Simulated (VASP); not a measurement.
Runs of VASP 6.6.1 on Y. The structure is that of space group Fm-3m (No. 225), or close to it. The cells are those of the table. 

```tsv
cell	further INCAR settings	gap on the mesh (eV)	pressure (GPa)
a = 3.554, b = 3.510, c = 4.965 Å, 2 atoms	ALGO = Fast; EDIFF = 1e-07; NBANDS = 18	none	(a)
a = 3.590, b = 3.524, c = 4.920 Å, 2 atoms	ALGO = Fast; EDIFF = 1e-07; NBANDS = 18	none	-0.5
a = 3.625, b = 3.526, c = 4.892 Å, 2 atoms	ALGO = Fast; EDIFF = 1e-07; NBANDS = 18	none	-0.7
a = 3.590, b = 3.502, c = 4.952 Å, 2 atoms	ALGO = Fast; EDIFF = 1e-06; NBANDS = 18	none	-0.5
```

Alike in all rows: task single point; level PBEsol; potentials or basis VASP PAW PBE potentials, release 64 (Y_sv); no spin polarisation; k mesh 14 × 14 × 10; cutoff (eV) 520; smearing gaussian 0.1 eV.

Problem. Estimate the missing entries.

Solution. (a) -0.4.

Caveats: the PAW data sets were made with another functional, which shifts forces and pressure a little.

A k mesh can miss the band edges, and the runs leave out spin-orbit coupling on Y.

A gap of «none» marks levels without a gap at the run's occupations.
